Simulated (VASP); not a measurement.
# BaS (I-4m2) in VASP: single point with r2SCAN

Aim: the single point of BaS with r2SCAN.

All numbers are computed with VASP 6.6.1; they aren't measurements. Logs are shortened: lines on timing, memory, paths and dates and some standing lists are left out, and cuts for length are marked.

### 1 The cell of the first run

Symmetry: I-4m2, No. 119, tetragonal system. Conventional cell: a = 4.828 Å, b = 4.828 Å, c = 7.385 Å, α = 90.00°, β = 90.00°, γ = 90.00°. Within 4.0 Å of Ba (site symmetry -4m2) lie 4 S at 3.04 Å. S (site symmetry -4m2) has 4 Ba at 3.04 Å within 4.0 Å.

### 2 Single point, r2SCAN (epitaxial xy strain -3.0%)

POSCAR

```
BaS
1.0
    0.0000000000      3.4138294178      3.6925827878
    3.4138294178      0.0000000000      3.6925827878
    3.4138294178      3.4138294178      0.0000000000
Ba S
1 1
Direct
    0.0000000000      0.0000000000      0.0000000000
    0.2500000000      0.2500000000      0.2500000000
```

INCAR.step1

```
SYSTEM = BaS
  PREC = Accurate
  ENCUT = 520
  ISMEAR = 0
  SIGMA = 0.01
  LREAL = .False.
  LASPH = .True.
  NELM = 80
  NBANDS = 15
  GGA = PE
  ALGO = Normal
  EDIFF = 1E-4
  LWAVE = .True.
  LCHARG = .False.
```

INCAR.step2

```
SYSTEM = BaS
  PREC = Accurate
  ENCUT = 520
  EDIFF = 1E-6
  ISMEAR = 0
  SIGMA = 0.01
  LREAL = .False.
  LASPH = .True.
  NELM = 80
  ALGO = Normal
  ISIF = 2
  LWAVE = .False.
  LCHARG = .False.
  METAGGA = R2SCAN
  LMIXTAU = .True.
  NBANDS = 15
  ISTART = 1
```

KPOINTS

```
Automatic mesh
0
Gamma
  6 6 6
  0 0 0
```

Potentials or basis: VASP PAW PBE potentials, release 64 (Ba_sv, S).

On the command line:

```bash
> cat potpaw_PBE.64/Ba_sv/POTCAR potpaw_PBE.64/S/POTCAR > POTCAR
> cp INCAR.step1 INCAR
> mpirun -np 1 vasp_std > vasp.out
> cp INCAR.step2 INCAR
> mpirun -np 1 vasp_std > vasp.out
```

OUTCAR:

```text
SYSTEM = BaS
   PREC = Accurate
   ENCUT = 520
   EDIFF = 1E-6
   ISMEAR = 0
   LREAL = .False.
   LASPH = .True.
   NELM = 80
   ISIF = 2
   METAGGA = R2SCAN
   ISTART = 1

 ion  position               nearest neighbor table
   1  0.000  0.000  0.000-   2 3.04   2 3.04   2 3.04   2 3.04
   2  0.250  0.250  0.250-   1 3.04   1 3.04   1 3.04   1 3.04

  LATTYP: Found a body centered tetragonal cell.
 ALAT       =     4.8278838623
 C/A-ratio  =     1.5296899814

  Lattice vectors:

 A1 = (  -3.4138294178,   0.0000000000,   3.6925827878)
 A2 = (   3.4138294178,   0.0000000000,   3.6925827878)
 A3 = (   0.0000000000,   3.4138294178,  -3.6925827878)

Analysis of symmetry for initial positions (statically):
=====================================================================
 Subroutine PRICEL returns:
 Original cell was already a primitive cell.

 Routine SETGRP: Setting up the symmetry group for a
 body centered tetragonal supercell.

 Subroutine GETGRP returns: Found  8 space group operations
 (whereof  8 operations were pure point group operations)
 out of a pool of 16 trial point group operations.

The static configuration has the point symmetry D_2d.

Analysis of symmetry for dynamics (positions and initial velocities):
=====================================================================
 Subroutine PRICEL returns:
 Original cell was already a primitive cell.

 Routine SETGRP: Setting up the symmetry group for a
 body centered tetragonal supercell.

 Subroutine GETGRP returns: Found  8 space group operations
 (whereof  8 operations were pure point group operations)
 out of a pool of 16 trial point group operations.

The dynamic configuration has the point symmetry D_2d.

 Subroutine INISYM returns: Found  8 space group operations
 (whereof  8 operations are pure point group operations),
 and found     1 'primitive' translations

----------------------------------------------------------------------------------------

                                     Primitive cell

  volume of cell :      86.0684

  direct lattice vectors                    reciprocal lattice vectors
     0.000000000  3.413829418  3.692582788    -0.146463088  0.146463088  0.135406578
     3.413829418  0.000000000  3.692582788     0.146463088 -0.146463088  0.135406578
     3.413829418  3.413829418  0.000000000     0.146463088  0.146463088 -0.135406578

  length of vectors
     5.028856623  5.028856623  4.827883862     0.247462753  0.247462753  0.247462753

  position of ions in fractional coordinates (direct lattice)
     0.000000000  0.000000000  0.000000000
     0.250000000  0.250000000  0.250000000

  ion indices of the primitive-cell ions
   primitive index   ion index
                 1           1
                 2           2

----------------------------------------------------------------------------------------

 KPOINTS: Automatic mesh

Automatic generation of k-mesh.
 Grid dimensions read from file:
 generate k-points for:    6    6    6

 Generating k-lattice:

  Cartesian coordinates                     Fractional coordinates (reciprocal lattice)
    -0.024410515  0.024410515  0.022567763     0.166666667  0.000000000  0.000000000
     0.024410515 -0.024410515  0.022567763     0.000000000  0.166666667  0.000000000
     0.024410515  0.024410515 -0.022567763     0.000000000  0.000000000  0.166666667

  Length of vectors
     0.041243792  0.041243792  0.041243792

  Shift w.r.t. Gamma in fractional coordinates (k-lattice)
     0.000000000  0.000000000  0.000000000

 Subroutine IBZKPT returns following result:
 ===========================================

 Found     30 irreducible k-points:

 Following reciprocal coordinates:
            Coordinates               Weight
  0.000000  0.000000  0.000000      1.000000
  0.166667 -0.000000  0.000000      8.000000
  0.333333 -0.000000  0.000000      8.000000
  0.500000 -0.000000  0.000000      4.000000
  0.166667  0.166667  0.000000      2.000000
  0.333333  0.166667  0.000000      8.000000
[... 16 lines left out ...]
  0.333333  0.000000  0.333333      4.000000
  0.500000  0.000000  0.333333     16.000000
 [... further k-points ...]
   k-points           NKPTS =     30   k-points in BZ     NKDIM =     30   number of bands    NBANDS=     15
   number of dos      NEDOS =    301   number of ions     NIONS =      2
   total plane-waves  NPLWV =  57600
   dimension x,y,z NGX =    40 NGY =   40 NGZ =   36
   dimension x,y,z NGXF=    80 NGYF=   80 NGZF=   72
   ions per type =               1   1
   NGX,Y,Z   is equivalent  to a cutoff of  13.22, 13.22, 12.40 a.u.
   NGXF,Y,Z  is equivalent  to a cutoff of  26.45, 26.45, 24.79 a.u.
 SYSTEM =  BaS
   PREC   = accura    normal or accurate (medium, high low for compatibility)
   ISTART =      1    job   : 0-new  1-cont  2-samecut
   ICHARG =      0    charge: 1-file 2-atom 10-const
   ISPIN  =      1    spin polarized calculation?
   LNONCOLLINEAR =      F non collinear calculations
   LSORBIT =      F    spin-orbit coupling
   LASPH  =      T    aspherical Exc in radial PAW
   ENCUT  =  520.0 eV  38.22 Ry    6.18 a.u.   9.35  9.35  8.98*2*pi/ulx,y,z
   NELM   =     80;   NELMIN=  2; NELMDL=  0     # of ELM steps
   EDIFF  = 0.1E-05   stopping-criterion for ELM
   LREAL  =      F    real-space projection
   EDIFFG = 0.1E-04   stopping-criterion for IOM
   NSW    =      0    number of steps for IOM
   IBRION =     -1    ionic relax: 0-MD 1-quasi-New 2-CG
   NFREE  =      0    steps in history (QN), initial steepest desc. (CG)
   ISIF   =      2    stress and relaxation
   ISYM   =      2    0-nonsym 1-usesym 2-fastsym
   POTIM  = 0.5000    time-step for ionic-motion
   TEBEG  =    0.0;   TEEND  =   0.0 temperature during run
   PSTRESS=    0.0 pullay stress
   NELECT =      16.0000    total number of electrons
   NUPDOWN=      -1.0000    fix difference up-down
   EMIN   =  10.00;   EMAX   =-10.00  energy-range for DOS
   EFERMI =   0.00;   METHOD = LEGACY
   ISMEAR =     0;   SIGMA  =   0.01  broadening in eV -4-tet -1-fermi 0-gaus
   EFERMI_NEDOS =   21; number of points for ismear=-14 and -15
   IALGO  =     38    algorithm
   IMIX   =      4    mixing-type and parameters
     AMIX     =   0.40;   BMIX     =  1.00
     AMIX_MAG =   1.60;   BMIX_MAG =  1.00
  volume/ion in A,a.u.               =      43.03       290.41
  Fermi-wavevector in a.u.,A,eV,Ry     =   0.934330  1.765627 11.877508  0.872972
  Thomas-Fermi vector in A             =   2.061123
   LORBIT       =      0    0 simple, 1 ext, 2 COOP (PROOUT), +10 PAW based schemes
   METAGGA = R2SCAN    functional components
   LHFCALC =     F    Hartree Fock is set to
   AEXX    =    0.0000 exact exchange contribution
   IVDW    =     0    specifies the selected vdW correction
   LEPSILON=     F    determine dielectric tensor
   LRPA    =     F    only Hartree local field effects (RPA)
 non-spin polarized calculation
 Gauss-broadening in eV      SIGMA  =   0.01
  energy-cutoff  :      520.00
  volume of cell :       86.07
 maximum number of plane-waves:      2350
 NGX is ok and might be reduce to    40
   NGX = 19   NGY = 19   NGZ = 17

 number of electron      15.9999999 magnetization

 Free energy of the ion-electron system (eV)
  ---------------------------------------------------
  ext. energy  EPLUGINS =         0.00000000
  ---------------------------------------------------
  free energy    TOTEN  =       -38.60847037 eV

  energy without entropy =      -38.60847037  energy(sigma->0) =      -38.60847037

 E-fermi :  -0.2624     XC(G=0):  -7.6598

 val. band max:       -0.3255469728   @ k =  -0.3333   0.5000   0.1667
 cond. band min:       2.7319405141   @ k =   0.0000   0.0000   0.0000
 fundamental gap:      3.0574874869
 Fermi energy:        -0.2624492062

 k-point     1 :       0.0000    0.0000    0.0000
  band No.  band energies     occupation
      1     -27.1775      2.00000
      2     -11.9395      2.00000
      3     -11.9394      2.00000
      4     -11.9246      2.00000
      5     -10.7373      2.00000
      6      -1.0835      2.00000
      7      -1.0309      2.00000
      8      -1.0309      2.00000
      9       2.7319      0.00000
     10       4.9006      0.00000
     11       5.4903      0.00000
     12       6.6743      0.00000
     13       7.3605      0.00000
     14       7.3605      0.00000
     15       9.9680      0.00000

 k-point     2 :       0.1667   -0.0000    0.0000
  band No.  band energies     occupation
      1     -27.1731      2.00000
      2     -12.1812      2.00000
      3     -11.9473      2.00000
      4     -11.9436      2.00000
      5     -10.4845      2.00000
      6      -1.1349      2.00000
      7      -0.9849      2.00000
      8      -0.9525      2.00000
      9       3.3088      0.00000
     10       4.7738      0.00000
     11       5.2031      0.00000
     12       6.7354      0.00000
     13       7.4081      0.00000
     14       7.7250      0.00000
     15       8.8152      0.00000

 k-point     3 :       0.3333   -0.0000    0.0000
  band No.  band energies     occupation
      1     -27.1645      2.00000
      2     -12.5221      2.00000
      3     -11.9716      2.00000
      4     -11.9628      2.00000
      5     -10.1396      2.00000
      6      -1.0929      2.00000
      7      -0.8790      2.00000
      8      -0.8012      2.00000
      9       4.1833      0.00000
     10       4.9541      0.00000
     11       5.1252      0.00000
     12       6.1185      0.00000
     13       7.2326      0.00000
     14       7.3648      0.00000
     15       7.8376      0.00000
[... 343 lines left out ...]
 k-point    23 :       0.3333    0.0000    0.3333
  band No.  band energies     occupation
      1     -27.1589      2.00000
      2     -12.5955      2.00000
      3     -12.0455      2.00000
      4     -11.9924      2.00000
      5     -10.0053      2.00000
      6      -1.4202      2.00000
      7      -0.6759      2.00000
      8      -0.4956      2.00000
      9       3.5714      0.00000
     10       4.9564      0.00000
     11       6.0846      0.00000
     12       6.6783      0.00000
     13       7.1161      0.00000
     14       7.2740      0.00000
     15       9.7237      0.00000

 k-point    24 :       0.5000    0.0000    0.3333
  band No.  band energies     occupation
      1     -27.1546      2.00000
      2     -12.6978      2.00000
      3     -12.0775      2.00000
      4     -12.0163      2.00000
      5      -9.8683      2.00000
      6      -1.3210      2.00000
      7      -0.5741      2.00000
      8      -0.4554      2.00000
      9       3.4758      0.00000
     10       4.6641      0.00000
     11       5.9309      0.00000
     12       6.8754      0.00000
     13       7.1616      0.00000
     14       7.9190      0.00000
     15       9.6494      0.00000

 [... further k-points ...]

------------------------ aborting loop because EDIFF is reached ----------------------------------------

  FORCE on cell =-STRESS in cart. coord.  units (eV):
  Direction    XX          YY          ZZ          XY          YZ          ZX
  --------------------------------------------------------------------------------------
  -------------------------------------------------------------------------------------
  Total        0.4201723      0.4201723      0.2461676      0.0000000      0.0000000      0.0000000
  in kB        7.8215732      7.8215732      4.5824486      0.0000000      0.0000000      0.0000000
  external PRESSURE =       6.7418650 kB  Pullay stress =       0.0000000 kB

 VOLUME and BASIS-vectors are now :
 -----------------------------------------------------------------------------
  energy-cutoff  :      520.00
  volume of cell :       86.07
      direct lattice vectors                 reciprocal lattice vectors
     0.000000000  3.413829418  3.692582788    -0.146463088  0.146463088  0.135406578
     3.413829418  0.000000000  3.692582788     0.146463088 -0.146463088  0.135406578
     3.413829418  3.413829418  0.000000000     0.146463088  0.146463088 -0.135406578

 POSITION                                       TOTAL-FORCE (eV/Angst)
 -----------------------------------------------------------------------------------
      0.00000      0.00000      0.00000         0.000000      0.000000      0.000000
      1.70691      1.70691      1.84629        -0.000000     -0.000000      0.000000
 -----------------------------------------------------------------------------------
    total drift:                                0.000002      0.000002      0.000001

  FREE ENERGIE OF THE ION-ELECTRON SYSTEM (eV)
  ---------------------------------------------------
  free  energy   TOTEN  =       -38.6084703650 eV

  energy  without entropy=      -38.6084703650  energy(sigma->0) =      -38.60847037
```

Wall time 89 s (1 thread of Intel Xeon Platinum 8488C (Sapphire Rapids), shared host); peak memory 0.26 GiB.

Results:

```
Free energy            : -38.6085 eV
Pressure               : 0.7 GPa
Band gap on the k mesh : 3.06 eV (least direct gap 3.54 eV)
```

Caveat: the cell differs from its parent crystal (epitaxial xy strain -3.0%); the structure was generated, so it needn't be the stable form of BaS; the PAW data sets were made with another functional, which shifts forces and pressure a little; spin-orbit coupling is left out, which moves the levels of the heavy elements. A k mesh can miss the band edges.
